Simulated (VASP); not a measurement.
# Te7Mo4 (a cell with a defect) in VASP: single point with PBE+D3(BJ)

Aim: the single point of Te7Mo4 (a cell with a defect) with PBE+D3(BJ).

Everything below comes from runs of VASP 6.6.1. Logs are shortened: lines on timing, memory, paths and dates and some standing lists are left out, and cuts for length are marked.

### 1 The cell of the first run

The cell holds a defect, 11 atoms: a = 6.990 Å, b = 6.990 Å, c = 7.624 Å, α = 90.00°, β = 90.00°, γ = 120.00°.

### 2 Single point, PBE+D3(BJ)

INCAR reads:

```
ALGO = Normal
EDIFF = 1E-7
ENCUT = 520
GGA = PE
ISIF = 2
ISMEAR = 0
IVDW = 12
LASPH = T
LCHARG = T
LELF = T
LREAL = F
LVHAR = T
LWAVE = F
NBANDS = 60
NELECT = 96.0
NELM = 60
PREC = Accurate
SIGMA = 0.05
```

KPOINTS reads:

```
k-points
0
Gamma
  6 6 4
```

POSCAR reads:

```
Te7Mo4
1.0
    3.4951625504     -6.0537991181      0.0000000000
   -6.9903251009      0.0000000000      0.0000000000
    0.0000000000      0.0000000000     -7.6242845190
Te Mo
7 4
Direct
    0.4744816013      0.4489632025      0.2385784197
    0.1666666667      0.8333333333      0.2385784197
    0.6666666667      0.8333333333      0.2385784197
    0.1666666667      0.3333333333      0.7614215803
    0.6666666667      0.3333333333      0.7614215803
    0.1666666667      0.8333333333      0.7614215803
    0.6666666667      0.8333333333      0.7614215803
    0.0000000000      0.5000000000      0.0000000000
    0.5000000000      0.5000000000      0.0000000000
    0.0000000000      0.0000000000      0.0000000000
    0.5000000000      0.0000000000      0.0000000000
```

Potentials or basis: VASP PAW PBE potentials, release 64 (Te, Mo_sv).

Started as:

```
$ cat potpaw_PBE.64/Te/POTCAR potpaw_PBE.64/Mo_sv/POTCAR > POTCAR
$ mpirun -np 1 vasp_std > vasp.out
```

OUTCAR:

```text
EDIFF = 1E-7
   ENCUT = 520
   GGA = PE
   ISIF = 2
   ISMEAR = 0
   IVDW = 12
   LASPH = T
   LREAL = F
   NELECT = 96.0
   NELM = 60
   PREC = Accurate
 IVDW          = 12

 ion  position               nearest neighbor table
   1  0.474  0.449  0.239-   9 1.85   3 2.33
   2  0.167  0.833  0.239-  11 2.72   8 2.72  10 2.72   3 3.50   3 3.50   6 3.64
   3  0.667  0.833  0.239-   1 2.33  10 2.72   9 2.72  11 2.72   2 3.50   2 3.50   7 3.64
   4  0.167  0.333  0.761-   9 2.72  10 2.72   8 2.72   5 3.50   5 3.50   6 3.50   6 3.50   7 3.50
                             7 3.50
   5  0.667  0.333  0.761-   8 2.72  11 2.72   9 2.72   4 3.50   4 3.50   7 3.50   7 3.50   6 3.50
                             6 3.50
   6  0.167  0.833  0.761-  11 2.72   8 2.72  10 2.72   7 3.50   7 3.50   4 3.50   4 3.50   5 3.50
                             5 3.50   2 3.64
   7  0.667  0.833  0.761-  10 2.72   9 2.72  11 2.72   6 3.50   6 3.50   5 3.50   5 3.50   4 3.50
                             4 3.50   3 3.64
   8  0.000  0.500  0.000-   5 2.72   2 2.72   6 2.72   4 2.72
   9  0.500  0.500  0.000-   1 1.85   4 2.72   3 2.72   7 2.72   5 2.72
  10  0.000  0.000  0.000-   3 2.72   7 2.72   4 2.72   6 2.72   2 2.72
  11  0.500  0.000  0.000-   2 2.72   6 2.72   5 2.72   3 2.72   7 2.72

  LATTYP: Found a hexagonal cell.
 ALAT       =     6.9903251009
 C/A-ratio  =     1.0906909777

  Lattice vectors:

 A1 = (   3.4951625504,  -6.0537991181,   0.0000000000)
 A2 = (  -6.9903251009,   0.0000000000,   0.0000000000)
 A3 = (   0.0000000000,   0.0000000000,  -7.6242845190)

Analysis of symmetry for initial positions (statically):
=====================================================================
 Subroutine PRICEL returns:
 Original cell was already a primitive cell.

 Routine SETGRP: Setting up the symmetry group for a
 hexagonal supercell.

 Subroutine GETGRP returns: Found  2 space group operations
 (whereof  1 operations were pure point group operations)
 out of a pool of 24 trial point group operations.

The static configuration has the point symmetry C_1 .
 The point group associated with its full space group is C_1h.

Analysis of symmetry for dynamics (positions and initial velocities):
=====================================================================
 Subroutine PRICEL returns:
 Original cell was already a primitive cell.

 Routine SETGRP: Setting up the symmetry group for a
 hexagonal supercell.

 Subroutine GETGRP returns: Found  2 space group operations
[... 132 lines left out ...]
   PSTRESS=    0.0 pullay stress
   NELECT =      96.0000    total number of electrons
   NUPDOWN=      -1.0000    fix difference up-down
   EMIN   =  10.00;   EMAX   =-10.00  energy-range for DOS
   EFERMI =   0.00;   METHOD = LEGACY
   ISMEAR =     0;   SIGMA  =   0.05  broadening in eV -4-tet -1-fermi 0-gaus
   EFERMI_NEDOS =   21; number of points for ismear=-14 and -15
   IALGO  =     38    algorithm
   IMIX   =      4    mixing-type and parameters
     AMIX     =   0.40;   BMIX     =  1.00
     AMIX_MAG =   1.60;   BMIX_MAG =  1.00
  volume/ion in A,a.u.               =      29.33       197.94
  Fermi-wavevector in a.u.,A,eV,Ry     =   1.092925  2.065329 16.251960  1.194485
  Thomas-Fermi vector in A             =   2.229200
   LORBIT       =      0    0 simple, 1 ext, 2 COOP (PROOUT), +10 PAW based schemes
   GGA     = PE    functional components
   LHFCALC =     F    Hartree Fock is set to
   AEXX    =    0.0000 exact exchange contribution
   IVDW    =    12    specifies the selected vdW correction
   LEPSILON=     F    determine dielectric tensor
   LRPA    =     F    only Hartree local field effects (RPA)
 non-spin polarized calculation
 Gauss-broadening in eV      SIGMA  =   0.05
  energy-cutoff  :      520.00
  volume of cell :      322.64
 maximum number of plane-waves:      8715
 NGX is ok and might be reduce to    54
   NGX = 25   NGY = 25   NGZ = 29

 number of electron      96.0000002 magnetization

 Free energy of the ion-electron system (eV)
  ---------------------------------------------------
  ext. energy  EPLUGINS =         0.00000000
  ---------------------------------------------------
  free energy    TOTEN  =       -65.43597648 eV

  energy without entropy =      -65.43362091  energy(sigma->0) =      -65.43479869

 E-fermi :   6.0422     XC(G=0):  -9.2031

 val. band max:        5.9917119648   @ k =  -0.3333   0.1667   0.0000
 cond. band min:       6.0891800586   @ k =   0.3333   0.0000   0.0000
 fundamental gap:      0.0974680938
 Fermi energy:         6.0421736371

 k-point     1 :       0.0000    0.0000    0.0000
  band No.  band energies     occupation
      1     -54.9219      2.00000
      2     -54.9154      2.00000
      3     -54.9105      2.00000
      4     -54.5862      2.00000
      5     -29.7929      2.00000
      6     -29.1455      2.00000
[... 1501 lines left out ...]
     59       8.5909      0.00000
     60       8.6368      0.00000

 [... further k-points ...]

------------------------ aborting loop because EDIFF is reached ----------------------------------------

 Edisp (eV)   -5.15760

 E8    (eV) :    -2.3859

  FORCE on cell =-STRESS in cart. coord.  units (eV):
  Direction    XX          YY          ZZ          XY          YZ          ZX
  --------------------------------------------------------------------------------------
  -------------------------------------------------------------------------------------
  Total     -13.78961   -26.04448    53.66692    10.61303    -6.53014   -11.31056
  in kB     -68.47594  -129.33077   266.49727    52.70183   -32.42712   -56.16557
  external pressure =       22.90 kB  Pullay stress =        0.00 kB

 VOLUME and BASIS-vectors are now :
 -----------------------------------------------------------------------------
  energy-cutoff  :      520.00
  volume of cell :      322.64
      direct lattice vectors                 reciprocal lattice vectors
     3.495162550 -6.053799118  0.000000000     0.000000000 -0.165185527  0.000000000
    -6.990325101  0.000000000  0.000000000    -0.143054863 -0.082592764  0.000000000
     0.000000000  0.000000000 -7.624284519     0.000000000  0.000000000 -0.131159848

 POSITION                                       TOTAL-FORCE (eV/Angst)
 -----------------------------------------------------------------------------------
     -1.48001     -2.87242     -1.81899        14.828024      8.560964    -41.931936
     -5.24274     -1.00897     -1.81899         0.090133      0.052038     -0.407256
     -3.49516     -4.03587     -1.81899        -8.602243     -4.966508     -0.486851
     -1.74758     -1.00897     -5.80529        -0.114527      0.271458      0.091849
      0.00000     -4.03587     -5.80529         0.177826     -0.234912      0.091849
     -5.24274     -1.00897     -5.80529         0.269759      0.155746     -0.083152
     -3.49516     -4.03587     -5.80529        -0.271246     -0.156604      0.613359
     -3.49516      0.00000      0.00000         0.357467      0.206384      0.288472
     -1.74758     -3.02690      0.00000        -6.192176     -3.575054     41.246213
      0.00000      0.00000      0.00000        -0.109051     -0.438142      0.288726
      1.74758     -3.02690      0.00000        -0.433968      0.124631      0.288726
 -----------------------------------------------------------------------------------
    total drift:                               -0.000073     -0.000042     -0.000927

  FREE ENERGIE OF THE ION-ELECTRON SYSTEM (eV)
  ---------------------------------------------------
  free  energy   TOTEN  =       -70.5935771159 eV

  energy  without entropy=      -70.5912215447  energy(sigma->0) =      -70.59239933
```

stdout:

```text
POSCAR found type information on POSCAR TeMo
 POSCAR found :  2 types and      11 ions
 scaLAPACK will be used
 LDA part: xc-table for (Slater+PW92), standard interpolation
 POSCAR, INCAR and KPOINTS ok, starting setup
 FFT: planning ... GRIDC
 FFT: planning ... GRID_SOFT
 FFT: planning ... GRID
 WAVECAR not read
 entering main loop
 the old and the new charge density differ
 old charge density:    98.00000 new   96.00000
    0.419E+01
```

Wall time 19 min (1 thread of Intel Xeon 6975P-C (Granite Rapids), shared host); peak memory 0.87 GiB.

What came out:

```yaml
Free_energy: -70.5936 eV
Largest_force: 45.293 eV/Å
Dispersion_energy_per_atom: -0.469 eV
```

Forces on the atoms (eV/Å):
```
Te   14.828   8.561 -41.932
Te    0.090   0.052  -0.407
Te   -8.602  -4.967  -0.487
Te   -0.115   0.271   0.092
Te    0.178  -0.235   0.092
Te    0.270   0.156  -0.083
Te   -0.271  -0.157   0.613
Mo    0.357   0.206   0.288
Mo   -6.192  -3.575  41.246
Mo   -0.109  -0.438   0.289
Mo   -0.434   0.125   0.289
```

Caveat: the cell carries a net charge on a neutralising background, which shifts energy and pressure; the cell differs from its parent crystal (atoms taken out, atom 1 moved 0.500 of the way to it and -0.700 Å across, host rigid); the cell is charged against a uniform background, so pressure and absolute levels hang on convention; atoms lie so close that the PAW spheres overlap strongly, which falsifies energies and pressures; spin-orbit coupling is left out, which moves the levels of the heavy elements.
